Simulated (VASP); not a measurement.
A run of VASP 6.6.1:

The input INCAR:

```
SYSTEM = V
PREC = Accurate
ENCUT = 520
EDIFF = 1E-6
ISMEAR = -1
SIGMA = 0.1
LREAL = .FALSE.
LASPH = .TRUE.
NELM = 60
ALGO = Normal
ISIF = 2
LWAVE = .FALSE.
LCHARG = .TRUE.
LELF = .TRUE.
LVHAR = .TRUE.
NBANDS = 12
```

The input KPOINTS:

```
regular mesh
0
G
  16 16 16
  0 0 0
```

POSCAR

```
V
1.0
    0.0000000000      1.9373507602      1.9373507602
    1.9373507602      0.0000000000      1.9373507602
    1.9373507602      1.9373507602      0.0000000000
V
1
Direct
    0.0000000000      0.0000000000      0.0000000000
```

Potentials or basis: VASP PAW LDA potentials, release 64 (V_sv).

The run is started by

```console
$ cat potpaw_LDA.64/V_sv/POTCAR > POTCAR
$ mpirun -np 1 vasp_std > vasp.out
```

Hardware: 1 thread of Intel Xeon 8259CL (shared host).

Task: How long does it take, and how much memory?

Result: Run time: 36 s on 1 thread of Intel Xeon 8259CL, on a shared host, peak memory 0.13 GiB. Counts: scf iterations 12, k points 145.
